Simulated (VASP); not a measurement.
# Ti (P6_3/mmc) in VASP: notebook, part 2 of 2

VASP 6.6.1.

## Step 3: Single point, PBEsol

File INCAR:

```
  PREC = Accurate
  ENCUT = 520
  EDIFF = 1E-7
  ISMEAR = 1
  SIGMA = 0.05
  LREAL = F
  LASPH = T
  NELM = 100
  ALGO = Normal
  ISIF = 2
  LWAVE = F
  LCHARG = F
  GGA = PS
  NBANDS = 19
```

File KPOINTS:

```
Automatic mesh
0
Gamma
  12 12 7
```

File POSCAR:

```
Ti
1.0
    2.9500000000      0.0000000000      0.0000000000
   -1.4750000000      2.5547749412      0.0000000000
    0.0000000000      0.0000000000      4.6800000000
Ti
2
Direct
    0.3333330000      0.6666670000      0.2500000000
    0.6666670000      0.3333330000      0.7500000000
```

Potentials or basis: VASP PAW PBE potentials, release 64 (Ti_sv).

On the command line:

```bash
$ cat potpaw_PBE.64/Ti_sv/POTCAR > POTCAR
$ mpirun -np 1 vasp_std > vasp.out
```

OUTCAR:

```text
PREC = Accurate
   ENCUT = 520
   EDIFF = 1E-7
   ISMEAR = 1
   LREAL = F
   LASPH = T
   NELM = 100
   ISIF = 2
   GGA = PS

 ion  position               nearest neighbor table
   1  0.333  0.667  0.250-   2 2.89   2 2.89   2 2.89   2 2.89   2 2.89   2 2.89
   2  0.667  0.333  0.750-   1 2.89   1 2.89   1 2.89   1 2.89   1 2.89   1 2.89

  LATTYP: Found a hexagonal cell.
 ALAT       =     2.9500000000
 C/A-ratio  =     1.5864406780

  Lattice vectors:

 A1 = (   2.9500000000,   0.0000000000,   0.0000000000)
 A2 = (  -1.4750000000,   2.5547749412,   0.0000000000)
 A3 = (   0.0000000000,   0.0000000000,   4.6800000000)

Analysis of symmetry for initial positions (statically):
=====================================================================
 Subroutine PRICEL returns:
 Original cell was already a primitive cell.

 Routine SETGRP: Setting up the symmetry group for a
 hexagonal supercell.

 Subroutine GETGRP returns: Found 24 space group operations
 (whereof 12 operations were pure point group operations)
 out of a pool of 24 trial point group operations.

The static configuration has the point symmetry D_3d.
 The point group associated with its full space group is D_6h.

Analysis of symmetry for dynamics (positions and initial velocities):
=====================================================================
 Subroutine PRICEL returns:
 Original cell was already a primitive cell.

 Routine SETGRP: Setting up the symmetry group for a
 hexagonal supercell.

 Subroutine GETGRP returns: Found 24 space group operations
 (whereof 12 operations were pure point group operations)
 out of a pool of 24 trial point group operations.

The dynamic configuration has the point symmetry D_3d.
 The point group associated with its full space group is D_6h.

 Subroutine INISYM returns: Found 24 space group operations
[... 106 lines left out ...]
   TEBEG  =    0.0;   TEEND  =   0.0 temperature during run
   PSTRESS=    0.0 pullay stress
   NELECT =      24.0000    total number of electrons
   NUPDOWN=      -1.0000    fix difference up-down
   EMIN   =  10.00;   EMAX   =-10.00  energy-range for DOS
   EFERMI =   0.00;   METHOD = LEGACY
   ISMEAR =     1;   SIGMA  =   0.05  broadening in eV -4-tet -1-fermi 0-gaus
   EFERMI_NEDOS =   21; number of points for ismear=-14 and -15
   IALGO  =     38    algorithm
   IMIX   =      4    mixing-type and parameters
     AMIX     =   0.40;   BMIX     =  1.00
     AMIX_MAG =   1.60;   BMIX_MAG =  1.00
  volume/ion in A,a.u.               =      17.64       119.01
  Fermi-wavevector in a.u.,A,eV,Ry     =   1.439920  2.721055 28.209912  2.073370
  Thomas-Fermi vector in A             =   2.558722
   LORBIT       =      0    0 simple, 1 ext, 2 COOP (PROOUT), +10 PAW based schemes
   GGA     = PS    functional components
   LHFCALC =     F    Hartree Fock is set to
   AEXX    =    0.0000 exact exchange contribution
   IVDW    =     0    specifies the selected vdW correction
   LEPSILON=     F    determine dielectric tensor
   LRPA    =     F    only Hartree local field effects (RPA)
 non-spin polarized calculation
 Methfessel and Paxton  Order N= 1 SIGMA  =   0.05
  energy-cutoff  :      520.00
  volume of cell :       35.27
 maximum number of plane-waves:       973
 NGX is ok and might be reduce to    24
   NGX = 11   NGY = 11   NGZ = 17

 number of electron      24.0000002 magnetization

 Free energy of the ion-electron system (eV)
  ---------------------------------------------------
  ext. energy  EPLUGINS =         0.00000000
  ---------------------------------------------------
  free energy    TOTEN  =       -16.64161769 eV

  energy without entropy =      -16.64129394  energy(sigma->0) =      -16.64150977

 E-fermi :   8.0548     XC(G=0): -11.5626

 val. band max:        8.0391365633   @ k =   0.0000   0.0000   0.4286
 cond. band min:       8.0552665057   @ k =   0.2500   0.2500   0.4286
 fundamental gap:      0.0161299424
 Fermi energy:         8.0547923622

 k-point     1 :       0.0000    0.0000    0.0000
  band No.  band energies     occupation
      1     -48.6093      2.00000
      2     -48.4789      2.00000
      3     -25.2835      2.00000
      4     -24.6610      2.00000
      5     -24.6610      2.00000
      6     -24.6019      2.00000
[... 505 lines left out ...]
      6     -24.7587      2.00000
[... 11 lines left out ...]
     18      10.7363      0.00000
     19      11.4410      0.00000

 [... further k-points ...]
[... 5 lines left out ...]
  --------------------------------------------------------------------------------------
  -------------------------------------------------------------------------------------
  Total       -1.2689690     -1.2689690     -1.3742659     -0.0000000     -0.0000000      0.0000000
  in kB      -57.6422710    -57.6422710    -62.4253292     -0.0000000     -0.0000000      0.0000000
  external PRESSURE =     -59.2366237 kB  Pullay stress =       0.0000000 kB

 VOLUME and BASIS-vectors are now :
 -----------------------------------------------------------------------------
  energy-cutoff  :      520.00
  volume of cell :       35.27
      direct lattice vectors                 reciprocal lattice vectors
     2.950000000  0.000000000  0.000000000     0.338983051  0.195711956  0.000000000
    -1.475000000  2.554774941  0.000000000     0.000000000  0.391423911  0.000000000
     0.000000000  0.000000000  4.680000000     0.000000000  0.000000000  0.213675214

 POSITION                                       TOTAL-FORCE (eV/Angst)
 -----------------------------------------------------------------------------------
     -0.00000      1.70318      1.17000         0.000000      0.000000      0.000000
      1.47500      0.85159      3.51000        -0.000000     -0.000000      0.000000
 -----------------------------------------------------------------------------------
    total drift:                               -0.002340      0.001351     -0.000677

  FREE ENERGIE OF THE ION-ELECTRON SYSTEM (eV)
  ---------------------------------------------------
  free  energy   TOTEN  =       -16.6416176927 eV

  energy  without entropy=      -16.6412939359  energy(sigma->0) =      -16.64150977
```

Run time: 49 s. Hardware: 1 thread of AMD EPYC 7R43 (Zen 3), shared host; peak memory 0.14 GiB.

What came out:

| Item | Value |
| --- | --- |
| Free energy | -16.6416 eV |
| Pressure | -5.9 GPa |
| Band gap on the k mesh | zero (band 12 reaches 8.81 eV, above the bottom of band 13 at 7.76 eV) |

Caveat: the PAW data sets were made with another functional, which shifts forces and pressure a little.
